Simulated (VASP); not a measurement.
# InAgTe2: single point with PBE

InAgTe2:

```
In Ag Te
1.0
    -3.31743    3.31743    6.56351
     3.31743   -3.31743    6.56351
     3.31743    3.31743   -6.56351
In Ag Te
2 2 4
Direct
  0.50000 0.50000 0.00000
  0.25000 0.75000 0.50000
  0.00000 0.00000 0.00000
  0.75000 0.25000 0.50000
  0.37500 0.36949 0.49449
  0.63051 0.12500 0.00551
  0.87500 0.88051 0.50551
  0.11949 0.62500 0.99449
```

| Property | Result |
| --- | --- |
| Program | VASP 6.6.1 |
| Task | single point |
| Functional | PBE |
| Potentials or basis | VASP PAW PBE potentials, release 64 (In_d, Ag, Te) |
| Cutoff | 500 eV |
| k mesh | 4 × 4 × 4 |
| Occupations | fermi-dirac, width 0.02 eV |
| Spin | no spin polarisation |

- Pressure: -1.0 GPa
- Largest force: 0.030 eV/Å
- Band gap on the k mesh: 0.01 eV

Forces in eV/Å, atoms in the order of the input:
```
In   0.000  0.000  0.000
In   0.000  0.000  0.000
Ag   0.000  0.000  0.000
Ag   0.000  0.000  0.000
Te   0.030  0.000  0.000
Te   0.000 -0.030  0.000
Te  -0.030  0.000  0.000
Te   0.000  0.030  0.000
```

Levels at points of the mesh, in eV from the valence-band top:
| k point | band 34 | band 35 | band 36 | band 37 | band 38 | band 39 |
| --- | --- | --- | --- | --- | --- | --- |
| (0.00, 0.00, 0.00) | -0.06 | -0.06 | 0.00 | 0.01 | 1.86 | 2.25 |
| (0.50, 0.00, 0.00) | -1.10 | -1.05 | -0.51 | 1.61 | 1.96 | 2.97 |
| (0.50, 0.50, 0.00) | -0.80 | -0.45 | -0.45 | 0.88 | 0.88 | 2.85 |
| (0.50, 0.50, 0.50) | -1.14 | -0.82 | -0.82 | 1.48 | 1.48 | 2.23 |

Wall time 3.3 min on 1 thread of Intel(R) Xeon(R) Platinum 8488C (Sapphire Rapids) (shared host), peak memory 0.55 GiB.

Caveat: spin-orbit coupling is left out, which moves the levels of the heavy elements.
